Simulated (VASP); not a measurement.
Set up this calculation in VASP 6.6.1, as the native input.

| Quantity | Value |
| --- | --- |
| Task | single point |
| Functional | r2SCAN |
| Potentials or basis | VASP PAW PBE potentials, release 64 (Al, Ni) |
| Cutoff | 520 eV |
| k mesh | 6 × 6 × 4 |
| Occupations | gaussian, width 0.4 eV |
| Spin | no spin polarisation |
| Dipole correction | no |
| Further INCAR settings | ALGO = Normal; EDIFF = 1e-06; NBANDS = 32 |

AlNi2:

```
Al Ni
1.0
     3.97400    0.00000    0.00000
    -1.98700    3.44159    0.00000
     0.00000    0.00000    4.90426
Al Ni
2 4
Direct
  0.33333 0.66667 0.18987
  0.66667 0.33333 0.81013
  0.33333 0.66667 0.68511
  0.66667 0.33333 0.31489
  0.00000 0.00000 0.50000
  0.00000 0.00000 0.00000
```

These files were run (other wordings do the same):

POSCAR

```
AlNi2
1.0
    3.9740030242      0.0000000000      0.0000000000
   -1.9870015121      3.4415875737      0.0000000000
    0.0000000000      0.0000000000      4.9042588200
Al Ni
2 4
Direct
    0.3333333333      0.6666666667      0.1898740600
    0.6666666667      0.3333333333      0.8101259400
    0.3333333333      0.6666666667      0.6851100400
    0.6666666667      0.3333333333      0.3148899600
    0.0000000000      0.0000000000      0.5000000000
    0.0000000000      0.0000000000      0.0000000000
```

INCAR.step1

```
PREC = Accurate
ENCUT = 520
ISMEAR = 0
SIGMA = 0.4
LREAL = False
LASPH = True
NELM = 100
NBANDS = 32
GGA = PE
ALGO = Normal
EDIFF = 1E-4
LWAVE = True
LCHARG = False
```

INCAR.step2

```
PREC = Accurate
ENCUT = 520
EDIFF = 1E-6
ISMEAR = 0
SIGMA = 0.4
LREAL = False
LASPH = True
NELM = 100
ALGO = Normal
ISIF = 2
LWAVE = False
LCHARG = False
METAGGA = R2SCAN
LMIXTAU = True
NBANDS = 32
ISTART = 1
```

KPOINTS

```
Automatic mesh
0
Gamma
  6 6 4
```

Potentials or basis: VASP PAW PBE potentials, release 64 (Al, Ni).

Run with:

```console
$ cat potpaw_PBE.64/Al/POTCAR potpaw_PBE.64/Ni/POTCAR > POTCAR
$ cp INCAR.step1 INCAR
$ mpirun -np 1 vasp_std > vasp.out
$ cp INCAR.step2 INCAR
$ mpirun -np 1 vasp_std > vasp.out
```

It gave:

```
Pressure               : 1.1 GPa
Largest force          : 0.039 eV/Å
Band gap on the k mesh : zero (bands 23 and 24 overlap by 4.39 eV)
```

Caveat: so wide a smearing shifts energies and pressures; the PAW data sets were made with another functional, which shifts forces and pressure a little.

Run time: 6.9 min on 1 thread of Intel Xeon 8259CL, on a shared host, peak memory 0.2 GiB.
